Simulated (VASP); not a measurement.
Runs of VASP 6.6.1 on CoSn. The structure is that of space group P6/mmm (No. 191), or close to it. The cells are those of the table. 

```tsv
task	cell	cutoff (eV)	gap on the mesh (eV)	pressure (GPa)
single point	a = 5.191, b = 5.191, c = 4.146 Å, angles 90.0, 90.0, 120.0°, 6 atoms	520	none	8.8
single point	a = 4.979, b = 4.979, c = 3.976 Å, angles 90.0, 90.0, 120.0°, 6 atoms	520	none	36.9
relaxation of cell and atoms	relaxed to -2 GPa from a = 5.330, b = 5.330, c = 4.257 Å, angles 90.0, 90.0, 120.0°, 6 atoms	600	none	-2.0
single point	a = 5.403, b = 5.403, c = 4.180 Å, angles 90.0, 90.0, 120.0°, 6 atoms	520	none	-3.3
single point	a = 5.614, b = 5.614, c = 4.078 Å, angles 90.0, 90.0, 120.0°, 6 atoms	520	none	(a)
single point	a = 5.243, b = 5.243, c = 4.188 Å, angles 90.0, 90.0, 120.0°, 6 atoms	600	none	(b)
single point	a = 5.614, b = 5.614, c = 4.109 Å, angles 90.0, 90.0, 120.0°, 6 atoms	520	none	-8.2
single point	a = 5.297, b = 5.297, c = 4.230 Å, angles 90.0, 90.0, 120.0°, 6 atoms	520	none	-0.1
```

Alike in all rows: level PBE; potentials or basis VASP PAW PBE potentials, release 64 (Co, Sn_d); no spin polarisation; k mesh 12 × 12 × 8; smearing gaussian 0.1 eV.

Task: Fill in the values left out.

Result: (a) -7.4; (b) 4.1.

Caveats: spin-orbit coupling is left out, which moves the levels of the heavy elements; the run has no spin polarisation, though such a crystal can be magnetic; the cell stands under pressure (at least some runs); the cell is relaxed towards a set pressure, so the run minimises the enthalpy, not the energy (at least some runs); the stress differs along the axes, from -5 to 0 GPa (at least some runs); the stress differs along the axes, from -12 to 2 GPa (at least some runs); the stress differs along the axes, from -12 to -0 GPa (at least some runs).

A k mesh can miss the band edges, and the runs leave out spin-orbit coupling on Sn.

A gap of «none» marks levels without a gap at the run's occupations.
